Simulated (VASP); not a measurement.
Input of a VASP 6.6.1 run:

Contents of INCAR:

```
PREC = Accurate
ENCUT = 520
EDIFF = 1E-7
ISMEAR = -1
SIGMA = 0.05
LREAL = F
LASPH = T
NELM = 100
ALGO = Normal
ISIF = 2
LWAVE = F
LCHARG = F
NBANDS = 24
```

The input KPOINTS:

```
Automatic mesh
0
Gamma
  8 8 6
```

Contents of POSCAR:

```
HfMoC2
1.0
    3.1914230000      0.0000000000      0.0000000000
    0.0000000000      3.1914230000      0.0000000000
    0.0000000000      0.0000000000      4.4851640000
Hf Mo C
1 1 2
Direct
    0.0000000000      0.0000000000      0.0000000000
    0.5000000000      0.5000000000      0.5000000000
    0.5000000000      0.5000000000      0.0000000000
    0.0000000000      0.0000000000      0.5000000000
```

Potentials or basis: VASP PAW LDA potentials, release 64 (Hf_pv, Mo_sv, C).

Launch:

```sh
$ cat potpaw_LDA.64/Hf_pv/POTCAR potpaw_LDA.64/Mo_sv/POTCAR potpaw_LDA.64/C/POTCAR > POTCAR
$ mpirun -np 1 vasp_std > vasp.out
```

Problem. Estimate the pressure.

Solution. -13.6 GPa.

Problem. Predict the band gap on the k mesh.

Solution. Zero (band 16 reaches 10.41 eV, above the bottom of band 17 at 7.85 eV).

Stress tensor (GPa, compression positive):
```
-12.09   0.00   0.00
  0.00 -12.09   0.00
  0.00   0.00 -16.50
```

Caveat: spin-orbit coupling is left out, which moves the levels of the heavy elements.
